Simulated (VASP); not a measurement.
Here is a VASP 6.6.1 calculation.

File INCAR:

```
ALGO = Normal
EDIFF = 1E-7
ENCUT = 520
GGA = PE
ISIF = 2
ISMEAR = -1
LASPH = True
LCHARG = True
LELF = True
LREAL = False
LVHAR = True
LWAVE = False
NBANDS = 10
NELM = 100
PREC = Accurate
SIGMA = 0.06122561905347299
```

File KPOINTS:

```
k-points
0
Gamma
  49 49 49
```

POSCAR

```
Ir
1.0
   -1.5765879475      1.5765879475      1.5765879475
    1.5765879475     -1.5765879475      1.5765879475
    1.5765879475      1.5765879475     -1.5765879475
Ir
1
Direct
    0.0000000000      0.0000000000      0.0000000000
```

Potentials or basis: VASP PAW PBE potentials, release 64 (Ir).

Run with:

```sh
$ cat potpaw_PBE.64/Ir/POTCAR > POTCAR
$ mpirun -np 1 vasp_std > vasp.out
```

(1) Predict the pressure.

## Answers

(1) -10.9 GPa.
